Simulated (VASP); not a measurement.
# BaTe (Pm-3m) in VASP: notebook

BaTe is run at these levels: LDA; tasks: single point.

Program: VASP 6.6.1. These are calculated values, not measurements. Logs are shortened: lines on timing, memory, paths and dates and some standing lists are left out, and cuts for length are marked.

## Step 1: The cell of the first run

It takes space group Pm-3m (No. 221, cubic). The conventional cell has a = 4.262 Å, b = 4.262 Å, c = 4.262 Å, α = 90.00°, β = 90.00°, γ = 90.00°. Ba (site symmetry m-3m) has 8 Te at 3.69 Å and 6 Ba at 4.26 Å within 4.8 Å. Within 4.8 Å of Te (site symmetry m-3m) lie 8 Ba at 3.69 Å and 6 Te at 4.26 Å.

## Step 2: Single point, LDA

File INCAR:

```
SYSTEM = BaTe
PREC     = Accurate       ! precision mode
ENCUT    = 520            ! plane-wave cutoff, eV
EDIFF    = 1E-7           ! SCF threshold, eV
ISMEAR   = -1             ! smearing method
SIGMA    = 0.05           ! smearing width, eV
LREAL    = .FALSE.        ! projectors in reciprocal space
LASPH    = .TRUE.         ! aspherical terms in the spheres
NELM     = 100            ! most SCF steps
ALGO     = Normal         ! electronic algorithm
ISIF     = 2              ! what is computed and relaxed
LWAVE    = .FALSE.        ! write WAVECAR
LCHARG   = .FALSE.        ! write CHGCAR
GGA      = CA             ! functional
NBANDS   = 15             ! bands
```

File KPOINTS:

```
Automatic mesh
0
G
  4 4 4
  0 0 0
```

File POSCAR:

```
BaTe
1.0
    4.2624660000      0.0000000000      0.0000000000
    0.0000000000      4.2624660000      0.0000000000
    0.0000000000      0.0000000000      4.2624660000
Ba Te
1 1
Direct
    0.0000000000      0.0000000000      0.0000000000
    0.5000000000      0.5000000000      0.5000000000
```

Potentials or basis: VASP PAW LDA potentials, release 64 (Ba_sv, Te).

The run is started by

```bash
cat potpaw_LDA.64/Ba_sv/POTCAR potpaw_LDA.64/Te/POTCAR > POTCAR
mpirun -np 1 vasp_std > vasp.out
```

OUTCAR:

```text
SYSTEM = BaTe
   PREC = Accurate
   ENCUT = 520
   EDIFF = 1E-7
   ISMEAR = -1
   LREAL = .FALSE.
   LASPH = .TRUE.
   NELM = 100
   ISIF = 2
   GGA = CA

 ion  position               nearest neighbor table
   1  0.000  0.000  0.000-   2 3.69   2 3.69   2 3.69   2 3.69   2 3.69   2 3.69   2 3.69   2 3.69

   2  0.500  0.500  0.500-   1 3.69   1 3.69   1 3.69   1 3.69   1 3.69   1 3.69   1 3.69   1 3.69

  LATTYP: Found a simple cubic cell.
 ALAT       =     4.2624660000

  Lattice vectors:

 A1 = (   4.2624660000,   0.0000000000,   0.0000000000)
 A2 = (   0.0000000000,   4.2624660000,   0.0000000000)
 A3 = (   0.0000000000,   0.0000000000,   4.2624660000)

Analysis of symmetry for initial positions (statically):
=====================================================================
 Subroutine PRICEL returns:
 Original cell was already a primitive cell.

 Routine SETGRP: Setting up the symmetry group for a
 simple cubic supercell.

 Subroutine GETGRP returns: Found 48 space group operations
 (whereof 48 operations were pure point group operations)
 out of a pool of 48 trial point group operations.

The static configuration has the point symmetry O_h .

Analysis of symmetry for dynamics (positions and initial velocities):
=====================================================================
 Subroutine PRICEL returns:
 Original cell was already a primitive cell.

 Routine SETGRP: Setting up the symmetry group for a
 simple cubic supercell.

 Subroutine GETGRP returns: Found 48 space group operations
 (whereof 48 operations were pure point group operations)
 out of a pool of 48 trial point group operations.

The dynamic configuration has the point symmetry O_h .

 Subroutine INISYM returns: Found 48 space group operations
 (whereof 48 operations are pure point group operations),
 and found     1 'primitive' translations

----------------------------------------------------------------------------------------

                                     Primitive cell

  volume of cell :      77.4431

  direct lattice vectors                    reciprocal lattice vectors
     4.262466000  0.000000000  0.000000000     0.234605977  0.000000000  0.000000000
     0.000000000  4.262466000  0.000000000     0.000000000  0.234605977  0.000000000
     0.000000000  0.000000000  4.262466000     0.000000000  0.000000000  0.234605977

  length of vectors
     4.262466000  4.262466000  4.262466000     0.234605977  0.234605977  0.234605977

[... 73 lines left out ...]
   POTIM  = 0.5000    time-step for ionic-motion
   TEBEG  =    0.0;   TEEND  =   0.0 temperature during run
   PSTRESS=    0.0 pullay stress
   NELECT =      16.0000    total number of electrons
   NUPDOWN=      -1.0000    fix difference up-down
   EMIN   =  10.00;   EMAX   =-10.00  energy-range for DOS
   EFERMI =   0.00;   METHOD = LEGACY
   ISMEAR =    -1;   SIGMA  =   0.05  broadening in eV -4-tet -1-fermi 0-gaus
   EFERMI_NEDOS =   21; number of points for ismear=-14 and -15
   IALGO  =     38    algorithm
   IMIX   =      4    mixing-type and parameters
     AMIX     =   0.40;   BMIX     =  1.00
     AMIX_MAG =   1.60;   BMIX_MAG =  1.00
  volume/ion in A,a.u.               =      38.72       261.31
  Fermi-wavevector in a.u.,A,eV,Ry     =   0.967804  1.828884 12.743813  0.936644
  Thomas-Fermi vector in A             =   2.097720
   LORBIT       =      0    0 simple, 1 ext, 2 COOP (PROOUT), +10 PAW based schemes
   GGA     = CA    functional components
   LHFCALC =     F    Hartree Fock is set to
   AEXX    =    0.0000 exact exchange contribution
   IVDW    =     0    specifies the selected vdW correction
   LEPSILON=     F    determine dielectric tensor
   LRPA    =     F    only Hartree local field effects (RPA)
 non-spin polarized calculation
  energy-cutoff  :      520.00
  volume of cell :       77.44
 maximum number of plane-waves:      2176
 NGX is ok and might be reduce to    32
   NGX = 15   NGY = 15   NGZ = 15

 number of electron      16.0000000 magnetization

 Free energy of the ion-electron system (eV)
  ---------------------------------------------------
  ext. energy  EPLUGINS =         0.00000000
  ---------------------------------------------------
  free energy    TOTEN  =        -9.27295515 eV

  energy without entropy =       -9.27285643  energy(sigma->0) =       -9.27290579

 E-fermi :   3.9667     XC(G=0):  -9.0512

 val. band max:        3.6384748904   @ k =   0.5000   0.5000   0.0000
 cond. band min:       4.2770239278   @ k =   0.0000   0.0000   0.0000
 fundamental gap:      0.6385490374
 Fermi energy:         3.9667155087

 k-point     1 :       0.0000    0.0000    0.0000
  band No.  band energies     occupation
      1     -24.4380      2.00000
      2      -9.4838      2.00000
      3      -9.4838      2.00000
      4      -9.4838      2.00000
      5      -6.7786      2.00000
      6       3.2609      2.00000
      7       3.2609      2.00000
      8       3.2609      2.00000
      9       4.2770      0.00403
     10       4.2770      0.00403
     11       5.7606      0.00000
     12       8.1006      0.00000
     13       8.1006      0.00000
     14       8.1006      0.00000
[... 149 lines left out ...]
      2      -9.7628      2.00000
      3      -9.7628      2.00000
      4      -9.7628      2.00000
      5      -5.8543      2.00000
      6       0.7183      2.00000
      7       0.7183      2.00000
      8       0.7183      2.00000
      9       8.2655      0.00000
     10       8.2655      0.00000
     11       8.2655      0.00000
     12       9.8290      0.00000
     13       9.8290      0.00000
     14       9.8290      0.00000
     15       9.9047      0.00000

------------------------ aborting loop because EDIFF is reached ----------------------------------------

  FORCE on cell =-STRESS in cart. coord.  units (eV):
  Direction    XX          YY          ZZ          XY          YZ          ZX
  --------------------------------------------------------------------------------------
  -------------------------------------------------------------------------------------
  Total       -1.3136838     -1.3136838     -1.3136838      0.0000000     -0.0000000      0.0000000
  in kB      -27.1780724    -27.1780724    -27.1780724      0.0000000     -0.0000000      0.0000000
  external PRESSURE =     -27.1780724 kB  Pullay stress =       0.0000000 kB

 VOLUME and BASIS-vectors are now :
 -----------------------------------------------------------------------------
  energy-cutoff  :      520.00
  volume of cell :       77.44
      direct lattice vectors                 reciprocal lattice vectors
     4.262466000  0.000000000  0.000000000     0.234605977  0.000000000  0.000000000
     0.000000000  4.262466000  0.000000000     0.000000000  0.234605977  0.000000000
     0.000000000  0.000000000  4.262466000     0.000000000  0.000000000  0.234605977

 POSITION                                       TOTAL-FORCE (eV/Angst)
 -----------------------------------------------------------------------------------
      0.00000      0.00000      0.00000         0.000000      0.000000      0.000000
      2.13123      2.13123      2.13123         0.000000      0.000000      0.000000
 -----------------------------------------------------------------------------------
    total drift:                                0.000000      0.000000     -0.000000

  FREE ENERGIE OF THE ION-ELECTRON SYSTEM (eV)
  ---------------------------------------------------
  free  energy   TOTEN  =        -9.2729551529 eV

  energy  without entropy=       -9.2728564282  energy(sigma->0) =       -9.27290579
```

OSZICAR:

```text
N       E                     dE             d eps       ncg     rms          rms(c)
DAV:   1     0.787204890935E+02    0.78720E+02   -0.62951E+03   300   0.896E+02
DAV:   2    -0.439452824488E+01   -0.83115E+02   -0.76450E+02   398   0.153E+02
DAV:   3    -0.931654516202E+01   -0.49220E+01   -0.48766E+01   415   0.394E+01
DAV:   4    -0.943344448996E+01   -0.11690E+00   -0.11689E+00   366   0.607E+00
DAV:   5    -0.943723651149E+01   -0.37920E-02   -0.37919E-02   438   0.871E-01    0.368E+00
DAV:   6    -0.929576870659E+01    0.14147E+00   -0.11828E-01   349   0.195E+00    0.230E+00
DAV:   7    -0.927367670231E+01    0.22092E-01   -0.83782E-02   385   0.158E+00    0.705E-01
DAV:   8    -0.927314207950E+01    0.53462E-03   -0.15820E-02   321   0.645E-01    0.180E-01
DAV:   9    -0.927327644199E+01   -0.13436E-03   -0.19813E-03   335   0.248E-01    0.850E-02
DAV:  10    -0.927296150066E+01    0.31494E-03   -0.49812E-04   335   0.132E-01    0.255E-02
DAV:  11    -0.927295506813E+01    0.64325E-05   -0.54774E-05   378   0.368E-02    0.200E-02
DAV:  12    -0.927295515524E+01   -0.87110E-07   -0.26611E-06   377   0.747E-03    0.251E-02
DAV:  13    -0.927295544912E+01   -0.29389E-06   -0.23822E-06   363   0.858E-03    0.222E-02
DAV:  14    -0.927295516910E+01    0.28003E-06   -0.68209E-07   314   0.487E-03    0.110E-02
DAV:  15    -0.927295515294E+01    0.16152E-07   -0.32846E-08   186   0.115E-03
   1 F= -.92729552E+01 E0= -.92729058E+01  d E =-.987248E-04
```

stdout:

```text
POSCAR found type information on POSCAR BaTe
 POSCAR found :  2 types and       2 ions
 scaLAPACK will be used
 LDA part: xc-table for (Slater(with rela. corr.)+CA(PZ))
 , standard interpolation
 POSCAR, INCAR and KPOINTS ok, starting setup
 FFT: planning ... GRIDC
 FFT: planning ... GRID_SOFT
 FFT: planning ... GRID
 WAVECAR not read
 entering main loop
```

Wall time 16 s (1 thread of Intel Xeon 8259CL, shared host); peak memory 0.16 GiB.

Results:

| Property | Result |
| --- | --- |
| Free energy | -9.2730 eV |
| Pressure | -2.7 GPa |
| Band gap on the k mesh | 0.64 eV, indirect (least direct gap 0.81 eV) |

Levels at points of the mesh, in eV from the valence-band top:
| k point | band 4 | band 5 | band 6 | band 7 | band 8 | band 9 | band 10 | band 11 | band 12 | band 13 |
| --- | --- | --- | --- | --- | --- | --- | --- | --- | --- | --- |
| (0.00, 0.00, 0.00) | -13.12 | -10.42 | -0.38 | -0.38 | -0.38 | 0.64 | 0.64 | 2.12 | 4.46 | 4.46 |
| (0.50, 0.00, 0.00) | -13.07 | -9.67 | -3.43 | -0.89 | -0.89 | 1.41 | 4.80 | 4.80 | 4.81 | 4.85 |
| (0.50, 0.50, 0.00) | -13.03 | -9.87 | -2.04 | -2.04 | 0.00 | 0.81 | 2.40 | 2.82 | 2.82 | 6.11 |
| (0.50, 0.50, 0.50) | -13.40 | -9.49 | -2.92 | -2.92 | -2.92 | 4.63 | 4.63 | 4.63 | 6.19 | 6.19 |

Caveat: spin-orbit coupling is left out, which moves the levels of the heavy elements.

## Step 3: Single point, LDA, non-collinear spin, zero start, spin-orbit coupling

File INCAR:

```
PREC = Accurate
ENCUT = 520
EDIFF = 1E-6
ISMEAR = -1
SIGMA = 0.05
LREAL = F
LASPH = T
NELM = 150
ALGO = Normal
ISIF = 2
LWAVE = F
LCHARG = F
MAGMOM = 0 0 0 0 0 0
LORBIT = 11
LSORBIT = T
GGA_COMPAT = F
LORBMOM = T
GGA = CA
NBANDS = 28
```

File KPOINTS:

```
regular mesh
0
Gamma
  4 4 4
```

POSCAR is that of step 2.

Potentials or basis: VASP PAW LDA potentials, release 64 (Ba_sv, Te).

The run is started by

```bash
cat potpaw_LDA.64/Ba_sv/POTCAR potpaw_LDA.64/Te/POTCAR > POTCAR
mpirun -np 1 vasp_ncl > vasp.out
```

Wall time 60 s (1 thread of Intel Xeon 8259CL, shared host); peak memory 0.26 GiB.

Results (log left out):

```
Free energy                                           : -9.5775 eV
Pressure                                              : -2.7 GPa
Net moment                                            : 0.00 μB per cell
Valence electrons inside the program's atomic spheres : Ba 7.85; Te 3.45
```

Moments on the atoms (μB; x, y, z):
```
Ba  0.00 0.00 0.00
Te  0.00 0.00 0.00
```

Caveat: the k points lie up to 0.37 Å⁻¹ apart.
